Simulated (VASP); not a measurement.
# Al (Im-3m) in VASP: further runs

Al is run at these levels: PBEsol; tasks: relaxation of cell and atoms.

All numbers are computed with VASP 6.6.1; they aren't measurements. Logs are shortened: lines on timing, memory, paths and dates and some standing lists are left out, and cuts for length are marked.

**1. The cell of the first run**

The structure is cubic, space group Im-3m (No. 229). Conventional cell: a = 3.210 Å, b = 3.210 Å, c = 3.210 Å, α = 90.00°, β = 90.00°, γ = 90.00°. Within 3.7 Å of Al (site symmetry m-3m) lie 14 Al at 2.78 to 3.21 Å.

This isn't the form of Al at room conditions, which is fcc.

**2. Relaxation of cell and atoms, PBEsol, target pressure 40 GPa, at which the enthalpy is minimised**

Contents of INCAR:

```
SYSTEM = Al
PREC     = Accurate       ! precision mode
ENCUT    = 500            ! plane-wave cutoff, eV
EDIFF    = 1E-7           ! SCF threshold, eV
ISMEAR   = -1             ! smearing method
SIGMA    = 0.05           ! smearing width, eV
LREAL    = .False.        ! projectors in reciprocal space
LASPH    = .True.         ! aspherical terms in the spheres
NELM     = 120            ! most SCF steps
ALGO     = Normal         ! electronic algorithm
ISIF     = 3              ! what is computed and relaxed
LWAVE    = .False.        ! write WAVECAR
LCHARG   = .False.        ! write CHGCAR
GGA      = PS             ! functional
IBRION   = 2              ! ionic algorithm
NSW      = 60             ! ionic steps
EDIFFG   = -0.03          ! ionic threshold
PSTRESS  = 400.0        
GGA_COMPAT= .False.      
NELMIN   = 4
```

Contents of KPOINTS:

```
regular mesh
0
Gamma
  11 11 11
  0 0 0
```

Contents of POSCAR:

```
Al
1.0
   -1.6050000000      1.6050000000      1.6050000000
    1.6050000000     -1.6050000000      1.6050000000
    1.6050000000      1.6050000000     -1.6050000000
Al
1
Direct
    0.0000000000      0.0000000000      0.0000000000
```

Potentials or basis: VASP PAW PBE potentials, release 64 (Al).

On the command line:

```sh
> cat potpaw_PBE.64/Al/POTCAR > POTCAR
> mpirun -np 1 vasp_std > vasp.out
```

OUTCAR:

```text
SYSTEM = Al
   PREC = Accurate
   ENCUT = 500
   EDIFF = 1E-7
   ISMEAR = -1
   LREAL = .False.
   LASPH = .True.
   NELM = 120
   ISIF = 3
   GGA = PS
   IBRION = 2
   NSW = 60
   EDIFFG = -0.03
   PSTRESS = 400.0
   NELMIN = 4

 ion  position               nearest neighbor table
   1  0.000  0.000  0.000-

  LATTYP: Found a body centered cubic cell.
 ALAT       =     3.2100000000

  Lattice vectors:

 A1 = (  -1.6050000000,   1.6050000000,   1.6050000000)
 A2 = (   1.6050000000,  -1.6050000000,   1.6050000000)
 A3 = (   1.6050000000,   1.6050000000,  -1.6050000000)

Analysis of symmetry for initial positions (statically):
=====================================================================
 Subroutine PRICEL returns:
 Original cell was already a primitive cell.

 Routine SETGRP: Setting up the symmetry group for a
 body centered cubic supercell.

 Subroutine GETGRP returns: Found 48 space group operations
 (whereof 48 operations were pure point group operations)
 out of a pool of 48 trial point group operations.

The static configuration has the point symmetry O_h .

Analysis of symmetry for dynamics (positions and initial velocities):
=====================================================================
 Subroutine PRICEL returns:
 Original cell was already a primitive cell.

 Routine SETGRP: Setting up the symmetry group for a
 body centered cubic supercell.

 Subroutine GETGRP returns: Found 48 space group operations
 (whereof 48 operations were pure point group operations)
 out of a pool of 48 trial point group operations.

The dynamic configuration has the point symmetry O_h .

 Subroutine INISYM returns: Found 48 space group operations
 (whereof 48 operations are pure point group operations),
 and found     1 'primitive' translations

----------------------------------------------------------------------------------------

                                     Primitive cell

  volume of cell :      16.5381

  direct lattice vectors                    reciprocal lattice vectors
    -1.605000000  1.605000000  1.605000000     0.000000000  0.311526480  0.311526480
     1.605000000 -1.605000000  1.605000000     0.311526480  0.000000000  0.311526480
     1.605000000  1.605000000 -1.605000000     0.311526480  0.311526480  0.000000000

  length of vectors
     2.779941546  2.779941546  2.779941546     0.440564973  0.440564973  0.440564973

  position of ions in fractional coordinates (direct lattice)
     0.000000000  0.000000000  0.000000000

  ion indices of the primitive-cell ions
   primitive index   ion index
                 1           1

----------------------------------------------------------------------------------------

 KPOINTS: regular mesh

Automatic generation of k-mesh.
 Grid dimensions read from file:
 generate k-points for:   11   11   11

 Generating k-lattice:

  Cartesian coordinates                     Fractional coordinates (reciprocal lattice)
     0.000000000  0.028320589  0.028320589     0.090909091  0.000000000  0.000000000
     0.028320589  0.000000000  0.028320589     0.000000000  0.090909091  0.000000000
     0.028320589  0.028320589  0.000000000     0.000000000  0.000000000  0.090909091

  Length of vectors
     0.040051361  0.040051361  0.040051361

  Shift w.r.t. Gamma in fractional coordinates (k-lattice)
     0.000000000  0.000000000  0.000000000

 Subroutine IBZKPT returns following result:
 ===========================================

 Found     56 irreducible k-points:

 Following reciprocal coordinates:
            Coordinates               Weight
  0.000000  0.000000  0.000000      1.000000
  0.090909  0.000000  0.000000     12.000000
  0.181818  0.000000  0.000000     12.000000
  0.272727  0.000000  0.000000     12.000000
  0.363636  0.000000  0.000000     12.000000
  0.454545  0.000000  0.000000     12.000000
[... 16 lines left out ...]
  0.272727  0.181818  0.090909     48.000000
  0.363636  0.181818  0.090909     24.000000
 [... further k-points ...]
   k-points           NKPTS =     56   k-points in BZ     NKDIM =     56   number of bands    NBANDS=      5
   number of dos      NEDOS =    301   number of ions     NIONS =      1
   total plane-waves  NPLWV =   8000
   dimension x,y,z NGX =    20 NGY =   20 NGZ =   20
   dimension x,y,z NGXF=    40 NGYF=   40 NGZF=   40
   ions per type =               1
   NGX,Y,Z   is equivalent  to a cutoff of  11.96, 11.96, 11.96 a.u.
   NGXF,Y,Z  is equivalent  to a cutoff of  23.92, 23.92, 23.92 a.u.
 SYSTEM =  Al
   PREC   = accura    normal or accurate (medium, high low for compatibility)
   ISTART =      0    job   : 0-new  1-cont  2-samecut
   ICHARG =      2    charge: 1-file 2-atom 10-const
   ISPIN  =      1    spin polarized calculation?
   LNONCOLLINEAR =      F non collinear calculations
   LSORBIT =      F    spin-orbit coupling
   LASPH  =      T    aspherical Exc in radial PAW
   ENCUT  =  500.0 eV  36.75 Ry    6.06 a.u.   5.07  5.07  5.07*2*pi/ulx,y,z
   NELM   =    120;   NELMIN=  4; NELMDL= -5     # of ELM steps
   EDIFF  = 0.1E-06   stopping-criterion for ELM
   LREAL  =      F    real-space projection
   EDIFFG = -.3E-01   stopping-criterion for IOM
   NSW    =     60    number of steps for IOM
   IBRION =      2    ionic relax: 0-MD 1-quasi-New 2-CG
   NFREE  =      1    steps in history (QN), initial steepest desc. (CG)
   ISIF   =      3    stress and relaxation
   ISYM   =      2    0-nonsym 1-usesym 2-fastsym
   POTIM  = 0.5000    time-step for ionic-motion
   TEBEG  =    0.0;   TEEND  =   0.0 temperature during run
   PSTRESS=  400.0 pullay stress
   NELECT =       3.0000    total number of electrons
   NUPDOWN=      -1.0000    fix difference up-down
   EMIN   =  10.00;   EMAX   =-10.00  energy-range for DOS
   EFERMI =   0.00;   METHOD = LEGACY
   ISMEAR =    -1;   SIGMA  =   0.05  broadening in eV -4-tet -1-fermi 0-gaus
   EFERMI_NEDOS =   21; number of points for ismear=-14 and -15
   IALGO  =     38    algorithm
   IMIX   =      4    mixing-type and parameters
     AMIX     =   0.40;   BMIX     =  1.00
     AMIX_MAG =   1.60;   BMIX_MAG =  1.00
  volume/ion in A,a.u.               =      16.54       111.60
  Fermi-wavevector in a.u.,A,eV,Ry     =   0.926731  1.751267 11.685089  0.858830
  Thomas-Fermi vector in A             =   2.052725
   LORBIT       =      0    0 simple, 1 ext, 2 COOP (PROOUT), +10 PAW based schemes
   GGA     = PS    functional components
   LHFCALC =     F    Hartree Fock is set to
   AEXX    =    0.0000 exact exchange contribution
   IVDW    =     0    specifies the selected vdW correction
   LEPSILON=     F    determine dielectric tensor
   LRPA    =     F    only Hartree local field effects (RPA)
 conjugate gradient relaxation of ions
 non-spin polarized calculation
  energy-cutoff  :      500.00
  volume of cell :       16.54
 maximum number of plane-waves:       429
   NGX = 11   NGY = 11   NGZ = 11

--------------------------------------- Ionic step        1  -------------------------------------------

 number of electron       3.0000000 magnetization

 Free energy of the ion-electron system (eV)
  ---------------------------------------------------
  ext. energy  EPLUGINS =         0.00000000
  ---------------------------------------------------
  free energy    TOTEN  =        -3.99594996 eV

  energy without entropy =       -3.99112065  energy(sigma->0) =       -3.99353531

 E-fermi :   7.9461     XC(G=0): -10.2522

 val. band max:        7.9238855353   @ k =   0.3636   0.2727   0.0000
 cond. band min:       7.9570064343   @ k =  -0.3636  -0.4545   0.1818
 fundamental gap:      0.0331208990
 Fermi energy:         7.9461444141

 k-point     1 :       0.0000    0.0000    0.0000
  band No.  band energies     occupation
      1      -3.1834      2.00000
      2      21.1552      0.00000
      3      21.1552      0.00000
      4      21.1552      0.00000
      5      22.5715      0.00000

 k-point     2 :       0.0909    0.0000    0.0000
  band No.  band energies     occupation
      1      -2.9460      2.00000
      2      18.6813      0.00000
      3      19.8231      0.00000
      4      20.2918      0.00000
      5      21.7060      0.00000

 k-point     3 :       0.1818    0.0000    0.0000
  band No.  band energies     occupation
      1      -2.2363      2.00000
      2      14.9487      0.00000
      3      18.3492      0.00000
      4      18.8261      0.00000
      5      20.3064      0.00000
[... 307 lines left out ...]
  FREE ENERGIE OF THE ION-ELECTRON SYSTEM (eV)
  ---------------------------------------------------
  free  energy   TOTEN  =        -3.6104676708 eV

  energy  without entropy=       -3.6056451457  energy(sigma->0) =       -3.60805641

  enthalpy is  TOTEN    =        -0.5008824948 eV   P V=        3.1095851759

--------------------------------------- Ionic step        5  -------------------------------------------

 number of electron       3.0000000 magnetization

 Free energy of the ion-electron system (eV)
  ---------------------------------------------------
  ext. energy  EPLUGINS =         0.00000000
  ---------------------------------------------------
  free energy    TOTEN  =        -3.58733689 eV

  energy without entropy =       -3.58258308  energy(sigma->0) =       -3.58495998

 E-fermi :  11.3878     XC(G=0): -11.3663

 val. band max:       11.3877337381   @ k =  -0.4545   0.4545   0.4545
 cond. band min:      11.3899770705   @ k =   0.2727   0.2727   0.0909
 fundamental gap:      0.0022433324
 Fermi energy:        11.3878183521

 k-point     1 :       0.0000    0.0000    0.0000
  band No.  band energies     occupation
      1      -1.9583      2.00000
      2      26.4512      0.00000
      3      26.4512      0.00000
      4      26.4512      0.00000
      5      30.8600      0.00000

 k-point     2 :       0.0909    0.0000    0.0000
  band No.  band energies     occupation
      1      -1.6710      2.00000
      2      23.9872      0.00000
      3      25.3540      0.00000
      4      25.6352      0.00000
      5      28.2846      0.00000

 k-point     3 :       0.1818    0.0000    0.0000
  band No.  band energies     occupation
      1      -0.8139      2.00000
      2      19.5998      0.00000
      3      23.5327      0.00000
      4      24.3114      0.00000
      5      26.4030      0.00000
[... 190 lines left out ...]
 POSITION                                       TOTAL-FORCE (eV/Angst)
 -----------------------------------------------------------------------------------
      0.00000     -0.00000      0.00000         0.000000     -0.000000     -0.000000
 -----------------------------------------------------------------------------------
    total drift:                                0.000000     -0.000000     -0.000000

  FREE ENERGIE OF THE ION-ELECTRON SYSTEM (eV)
  ---------------------------------------------------
  free  energy   TOTEN  =        -3.5873368891 eV

  energy  without entropy=       -3.5825830790  energy(sigma->0) =       -3.58495998

  enthalpy is  TOTEN    =        -0.5013650928 eV   P V=        3.0859717963

 reached required accuracy - stopping structural energy minimisation
```

Wall time 8.6 s (1 thread of AMD EPYC 9R14 (Zen 4), shared host); peak memory 0.09 GiB.

What came out:

```
Free energy                                                : -3.5873 eV
Relaxed volume                                             : 12.36 Å³/atom
Relaxed cell                                               : a = 2.523 Å, b = 2.523 Å, c = 2.523 Å, α = 109.47°, β = 109.47°, γ = 109.47°
Space group after relaxing (to 0.1 Å)                      : Im-3m (No. 229)
Energy change on relaxing (the run minimises the enthalpy) : +408.6 meV/atom
Ionic steps                                                : 5
Pressure after relaxing                                    : 40.0 GPa
Band gap on the k mesh                                     : zero (an odd number of electrons rules out a gap without spin polarisation)
```

Step by step:
```csv
step,energy change (eV),largest force (eV/Å),pressure (GPa),volume (Å³)
1,0.0000,0.0000,0.24,16.54
2,2.7488,0.0000,193.10,8.53
3,0.3307,0.0000,34.43,12.70
4,0.3855,0.0000,38.37,12.46
5,0.4086,0.0000,40.01,12.36
```

Final structure:
```cif
data_structure
_symmetry_space_group_name_H-M 'P 1'
_symmetry_Int_Tables_number 1
_cell_length_a 2.5228
_cell_length_b 2.5228
_cell_length_c 2.5228
_cell_angle_alpha 109.471
_cell_angle_beta 109.471
_cell_angle_gamma 109.471
_cell_volume 12.36
loop_
_atom_site_label
_atom_site_type_symbol
_atom_site_fract_x
_atom_site_fract_y
_atom_site_fract_z
_atom_site_occupancy
Al1 Al 0.00000 0.00000 0.00000 1
```

Caveat: the cell is relaxed towards a set pressure, so the run minimises the enthalpy, not the energy; the volume moved by over 15 % at a fixed basis, so the end points are rough; the PAW data sets were made with another functional, which shifts forces and pressure a little.

[end of part 1 of 2]
